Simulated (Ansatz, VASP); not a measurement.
## KTaO3, level by level in two programs

```
CELL_PARAMETERS angstrom
4.04078 0.00000 0.00000
0.00000 4.04078 0.00000
0.00000 0.00000 4.04078
ATOMIC_POSITIONS crystal
Ta 0.00000 0.00000 0.00000
K 0.50000 0.50000 0.50000
O 0.00000 0.00000 0.50000
O 0.00000 0.50000 0.00000
O 0.50000 0.00000 0.00000
```

Single points on this cell with VASP 6.6.1 and Ansatz 0.2.0. Each row is one pair of runs. Alike in all rows: spin: off; k mesh: 7 × 7 × 7; smearing: fermi-dirac, width 0.05 eV.

| level | VASP's potentials, cutoff | Ansatz's potentials, cutoff | gap on the k mesh at the Fermi level (eV), VASP | gap on the k mesh at the Fermi level (eV), Ansatz | least direct gap on the mesh (eV), VASP | least direct gap on the mesh (eV), Ansatz | pressure (GPa), VASP | pressure (GPa), Ansatz |
| --- | --- | --- | --- | --- | --- | --- | --- | --- |
| r2SCAN | VASP PAW PBE potentials, release 64 (Ta_sv_GW, K_sv, O), 770 eV | Ansatz PAW, 500 eV | 2.57 | 2.58 | 3.18 | 3.18 | -7.2 | -7.3 |
| LDA | VASP PAW LDA potentials, release 64 (Ta_sv_GW, K_sv, O), 700 eV | Ansatz PAW, 420 eV | 2.03 | 2.05 | 2.61 | 2.62 | -12.0 | -12.5 |
| PBEsol+D4 | VASP PAW PBE potentials, release 64 (Ta_sv_GW, K_sv, O), 700 eV | Ansatz PAW, 420 eV | 2.09 | 2.10 | 2.67 | 2.68 | -8.7 | -8.8 |

Gap on the k mesh at the fermi level (eV): the two programs differ by at most 0.018; least direct gap on the mesh (eV): the two programs differ by at most 0.013; pressure (GPa): the two programs differ by at most 0.51.

Spin-orbit coupling is off throughout. Noted on Ansatz's runs: odd divisions of the mesh miss points on the zone boundary, where band edges often lie, so the gap on the mesh can be too wide.
